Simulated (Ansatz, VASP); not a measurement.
AlO2 in VASP and in Ansatz

```xyz
3
Lattice="3.1188 0.0000 0.0000 0.0000 3.1188 0.0000 0.0000 0.0000 4.7621" Properties=species:S:1:pos:R:3 pbc="T T T"
Al    1.5594    1.5594    2.3810
O     1.5594    1.5594    4.0794
O     1.5594    1.5594    0.6826
```

Alike in both runs: task relaxation of cell and atoms; functional PBE; k mesh 6 × 6 × 4; occupations gaussian, width 0.1 eV; no spin polarisation.

|  | VASP | Ansatz |
| --- | --- | --- |
| version | VASP 6.6.1 | Ansatz 0.2.0 |
| potentials or method | VASP PAW PBE potentials, release 64 (Al, O), cutoff 600 eV | scalar-relativistic, plane waves, PAW |
| valence electrons in the cell | 15 | 15 |

Ansatz gave:

```
gap on the k mesh at the Fermi level, each at its own relaxed structure (eV) : none
relaxed volume (Å³/atom)                                                     : 15.40
relaxed cell length with the largest relative difference (Å)                 : 3.114
```

Estimate VASP's values.

gap on the k mesh at the Fermi level, each at its own relaxed structure (eV): none; relaxed volume (Å³/atom): 15.45; relaxed cell length with the largest relative difference (Å): 3.118.

A gap of «none» marks a metal or a gap that the smearing closes.
